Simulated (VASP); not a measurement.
Input of a VASP 6.6.1 run:

The input INCAR:

```
PREC     = Accurate       # precision mode
ENCUT    = 600            # plane-wave cutoff, eV
EDIFF    = 1E-6           # SCF threshold, eV
ISMEAR   = 0              # smearing method
SIGMA    = 0.1            # smearing width, eV
LREAL    = F              # projectors in reciprocal space
LASPH    = T              # aspherical terms in the spheres
NELM     = 100            # most SCF steps
ALGO     = Normal         # electronic algorithm
ISIF     = 3              # what is computed and relaxed
LWAVE    = F              # write WAVECAR
LCHARG   = F              # write CHGCAR
GGA      = PE             # functional
IVDW     = 12             # dispersion correction
IBRION   = 2              # ionic algorithm
NSW      = 100            # ionic steps
EDIFFG   = -0.05          # ionic threshold
```

Contents of KPOINTS:

```
regular mesh
0
Gamma
  6 6 6
```

Contents of POSCAR:

```
MoS2
1.0
    1.5815003568      0.9130796567      6.1233300000
   -1.5815003568      0.9130796567      6.1233300000
    0.0000000000     -1.8261593134      6.1233300000
Mo S
1 2
Direct
    0.0000000000      0.0000000000      0.0000000000
    0.7484000000      0.7484000000      0.7484000000
    0.5849000000      0.5849000000      0.5849000000
```

Potentials or basis: VASP PAW PBE potentials, release 64 (Mo_sv, S).

Run with:

```sh
$ cat potpaw_PBE.64/Mo_sv/POTCAR potpaw_PBE.64/S/POTCAR > POTCAR
$ mpirun -np 1 vasp_std > vasp.out
```

(1) Estimate the dispersion energy per atom.

(2) Estimate the relaxed volume.

(3) What does it give for the relaxed cell?

(4) What does it give for the space group after relaxing (to 0.05 Å)?

## Answers

(1) -0.439 eV.

(2) 17.25 Å³/atom.

(3) a = 6.282 Å, b = 6.282 Å, c = 6.282 Å, α = 29.07°, β = 29.07°, γ = 29.07°.

(4) R3m (No. 160).
